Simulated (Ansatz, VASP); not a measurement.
Na: VASP beside Ansatz

The input INCAR:

```
SYSTEM = Na
  ALGO = Normal
  EDIFF = 1E-6
  ENCUT = 520
  GGA = PE
  ISIF = 2
  ISMEAR = 0
  LASPH = .True.
  LCHARG = .False.
  LREAL = .False.
  LWAVE = .False.
  NBANDS = 10
  NELM = 80
  PREC = Accurate
  SIGMA = 1.0
```

KPOINTS

```
k-points
0
Gamma
  11 11 11
  0 0 0
```

POSCAR

```
Na
1.0
   -2.0985562613      2.0985562613      2.0985562613
    2.0985562613     -2.0985562613      2.0985562613
    2.0985562613      2.0985562613     -2.0985562613
Na
1
Direct
    0.0000000000      0.0000000000      0.0000000000
```

Input for Ansatz:

```yaml
crystal:
  lattice:
    - [-2.0985562613, 2.0985562613, 2.0985562613]
    - [2.0985562613, -2.0985562613, 2.0985562613]
    - [2.0985562613, 2.0985562613, -2.0985562613]
  atoms:
    - { symbol: Na, position: [0.0, 0.0, 0.0] }
hamiltonian:
  xc: pbe
  pseudopotentials:
    kind: paw
    azcp:
      Na: "pseudopotentials/Na.paw.azcp"
basis:
  ecutwfc: 420
  fft_grid_basis: typed
kpoints:
  mp_grid: { grid: [11, 11, 11], shift: [0, 0, 0] }
magnetization:
  spin_polarized: false
scf:
  occupations: { method: gaussian, width: 1.0 }
  lower_state_search: "off"
output:
  stress: true
```

Alike in both runs: task single point; functional PBE; k mesh 11 × 11 × 11; occupations gaussian, width 1 eV; no spin polarisation.

|  | VASP | Ansatz |
| --- | --- | --- |
| version | VASP 6.6.1 | Ansatz 0.2.0 |
| potentials or method | VASP PAW PBE potentials, release 64 (Na_pv), cutoff 520 eV | plane waves (420 eV) with PAW, scalar-relativistic |
| valence electrons in the cell | 7 | 9 |

```tsv
	VASP	Ansatz	Ansatz less VASP
pressure (GPa)	0.3	0.3	+0.02
```

VASP's potentials hold 7 valence electrons a cell and Ansatz's 9, so a difference there can come from the potentials and not from the codes.
